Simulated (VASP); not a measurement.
# Mg (I4/mmm) in VASP: notebook, part 2 of 2

VASP 6.6.1. The steps go on from the part before.

**4. Single point, LDA**

INCAR reads:

```
  ALGO = Normal
  EDIFF = 1E-6
  ENCUT = 520
  GGA = CA
  ISIF = 2
  ISMEAR = 0
  LASPH = T
  LCHARG = T
  LELF = T
  LREAL = F
  LVHAR = T
  LWAVE = F
  NBANDS = 7
  NELM = 80
  PREC = Accurate
  SIGMA = 0.15
```

KPOINTS reads:

```
k-points
0
Gamma
  22 22 22
```

POSCAR reads:

```
Mg
1.0
   -1.8877367090      1.8877367090      1.5885970070
    1.8877367090     -1.8877367090      1.5885970070
    1.8877367090      1.8877367090     -1.5885970070
Mg
1
Direct
    0.0000000000      0.0000000000      0.0000000000
```

Potentials or basis: VASP PAW LDA potentials, release 64 (Mg).

Command:

```sh
$ cat potpaw_LDA.64/Mg/POTCAR > POTCAR
$ mpirun -np 1 vasp_std > vasp.out
```

OUTCAR:

```text
EDIFF = 1E-6
   ENCUT = 520
   GGA = CA
   ISIF = 2
   ISMEAR = 0
   LASPH = T
   LREAL = F
   NELM = 80
   PREC = Accurate

 ion  position               nearest neighbor table
   1  0.000  0.000  0.000-

  LATTYP: Found a body centered tetragonal cell.
 ALAT       =     3.7754734180
 C/A-ratio  =     0.8415352625

  Lattice vectors:

 A1 = (  -1.8877367090,   1.8877367090,   1.5885970070)
 A2 = (   1.8877367090,  -1.8877367090,   1.5885970070)
 A3 = (   1.8877367090,   1.8877367090,  -1.5885970070)

Analysis of symmetry for initial positions (statically):
=====================================================================
 Subroutine PRICEL returns:
 Original cell was already a primitive cell.

 Routine SETGRP: Setting up the symmetry group for a
 body centered tetragonal supercell.

 Subroutine GETGRP returns: Found 16 space group operations
 (whereof 16 operations were pure point group operations)
 out of a pool of 16 trial point group operations.

The static configuration has the point symmetry D_4h.

Analysis of symmetry for dynamics (positions and initial velocities):
=====================================================================
 Subroutine PRICEL returns:
 Original cell was already a primitive cell.

 Routine SETGRP: Setting up the symmetry group for a
 body centered tetragonal supercell.

 Subroutine GETGRP returns: Found 16 space group operations
 (whereof 16 operations were pure point group operations)
 out of a pool of 16 trial point group operations.

The dynamic configuration has the point symmetry D_4h.

 Subroutine INISYM returns: Found 16 space group operations
 (whereof 16 operations are pure point group operations),
 and found     1 'primitive' translations

----------------------------------------------------------------------------------------

                                     Primitive cell

  volume of cell :      22.6442

[... 106 lines left out ...]
     AMIX_MAG =   1.60;   BMIX_MAG =  1.00
  volume/ion in A,a.u.               =      22.64       152.81
  Fermi-wavevector in a.u.,A,eV,Ry     =   0.729065  1.377732  7.231974  0.531535
  Thomas-Fermi vector in A             =   1.820694
   LORBIT       =      0    0 simple, 1 ext, 2 COOP (PROOUT), +10 PAW based schemes
   GGA     = CA    functional components
   LHFCALC =     F    Hartree Fock is set to
   AEXX    =    0.0000 exact exchange contribution
   IVDW    =     0    specifies the selected vdW correction
   LEPSILON=     F    determine dielectric tensor
   LRPA    =     F    only Hartree local field effects (RPA)
 non-spin polarized calculation
 Gauss-broadening in eV      SIGMA  =   0.15
  energy-cutoff  :      520.00
  volume of cell :       22.64
 maximum number of plane-waves:       624
   NGX = 11   NGY = 11   NGZ = 11

 number of electron       2.0000000 magnetization

 Free energy of the ion-electron system (eV)
  ---------------------------------------------------
  ext. energy  EPLUGINS =         0.00000000
  ---------------------------------------------------
  free energy    TOTEN  =        -1.77018384 eV

  energy without entropy =       -1.76520168  energy(sigma->0) =       -1.76769276

 E-fermi :   2.5578     XC(G=0):  -8.7227

 val. band max:        2.5553131958   @ k =   0.5000   0.0455   0.0000
 cond. band min:       2.5598956024   @ k =   0.4091   0.0909   0.0455
 fundamental gap:      0.0045824066
 Fermi energy:         2.5578193156

 k-point     1 :       0.0000    0.0000    0.0000
  band No.  band energies     occupation
      1      -4.4375      2.00000
      2      13.4650      0.00000
      3      15.6489      0.00000
      4      15.6489      0.00000
      5      15.7892      0.00000
      6      17.1457      0.00000
      7      17.1457      0.00000
[... 221 lines left out ...]
 k-point    24 :      -0.4545    0.0455    0.0000
  band No.  band energies     occupation
      1       0.1418      2.00000
      2       3.6866      0.00000
      3       9.6756      0.00000
      4      11.4255      0.00000
      5      12.1241      0.00000
      6      14.3623      0.00000
      7      20.9886      0.00000

 [... further k-points ...]

------------------------ aborting loop because EDIFF is reached ----------------------------------------

  FORCE on cell =-STRESS in cart. coord.  units (eV):
  Direction    XX          YY          ZZ          XY          YZ          ZX
  --------------------------------------------------------------------------------------
  -------------------------------------------------------------------------------------
  Total       -0.2955174     -0.2955174     -0.0680959      0.0000000     -0.0000000      0.0000000
  in kB      -20.9091814    -20.9091814     -4.8180935      0.0000000     -0.0000000      0.0000000
  external PRESSURE =     -15.5454854 kB  Pullay stress =       0.0000000 kB

 VOLUME and BASIS-vectors are now :
 -----------------------------------------------------------------------------
  energy-cutoff  :      520.00
  volume of cell :       22.64
      direct lattice vectors                 reciprocal lattice vectors
    -1.887736709  1.887736709  1.588597007     0.000000000  0.264867446  0.314743134
     1.887736709 -1.887736709  1.588597007     0.264867446  0.000000000  0.314743134
     1.887736709  1.887736709 -1.588597007     0.264867446  0.264867446  0.000000000

 POSITION                                       TOTAL-FORCE (eV/Angst)
 -----------------------------------------------------------------------------------
      0.00000      0.00000      0.00000         0.000000      0.000000      0.000000
 -----------------------------------------------------------------------------------
    total drift:                               -0.000000      0.000000      0.000000

  FREE ENERGIE OF THE ION-ELECTRON SYSTEM (eV)
  ---------------------------------------------------
  free  energy   TOTEN  =        -1.7701838439 eV

  energy  without entropy=       -1.7652016795  energy(sigma->0) =       -1.76769276
```

OSZICAR:

```text
N       E                     dE             d eps       ncg     rms          rms(c)
DAV:   1    -0.112412405061E+01   -0.11241E+01   -0.77539E+02 12705   0.191E+02
DAV:   2    -0.177857866168E+01   -0.65445E+00   -0.63258E+00 15470   0.111E+01
DAV:   3    -0.178105719052E+01   -0.24785E-02   -0.24774E-02 14819   0.743E-01
DAV:   4    -0.178106077479E+01   -0.35843E-05   -0.35844E-05 16569   0.224E-02
DAV:   5    -0.178106078374E+01   -0.89446E-08   -0.85601E-08 15078   0.734E-04    0.656E-01
DAV:   6    -0.177496878694E+01    0.60920E-02   -0.42223E-04 13216   0.954E-02    0.417E-01
DAV:   7    -0.177018658538E+01    0.47822E-02   -0.14817E-03 12691   0.176E-01    0.220E-02
DAV:   8    -0.177018424957E+01    0.23358E-05   -0.91243E-06 17535   0.158E-02    0.503E-03
DAV:   9    -0.177018384394E+01    0.40563E-06   -0.28597E-07 11816   0.222E-03
   1 F= -.17701838E+01 E0= -.17676928E+01  d E =-.498216E-02
```

Wall time 1.9 min (1 thread of Oxide Virtual Turin-like, shared host); peak memory 0.2 GiB.

What came out:

```
Free energy            : -1.7702 eV
Pressure               : -1.6 GPa
Band gap on the k mesh : zero (bands 1 and 2 overlap by 4.46 eV)
```

**5. The runs side by side**

```csv
cell,gap on the mesh (eV),pressure (GPa)
"a = 3.128 Å, angles 103.4, 103.4, 122.4°, 1 atom",none,-0.9
"a = 3.093 Å, angles 112.1, 112.1, 104.4°, 1 atom",none,-1.9
"a = 3.107 Å, angles 105.2, 105.2, 118.5°, 1 atom",none,-1.6
```

Alike in all rows: task single point; level LDA; potentials or basis VASP PAW LDA potentials, release 64 (Mg); no spin polarisation; k mesh 22 × 22 × 22; cutoff (eV) 520; smearing gaussian 0.15 eV.

Absolute energies hang on the potentials; compare differences alone.
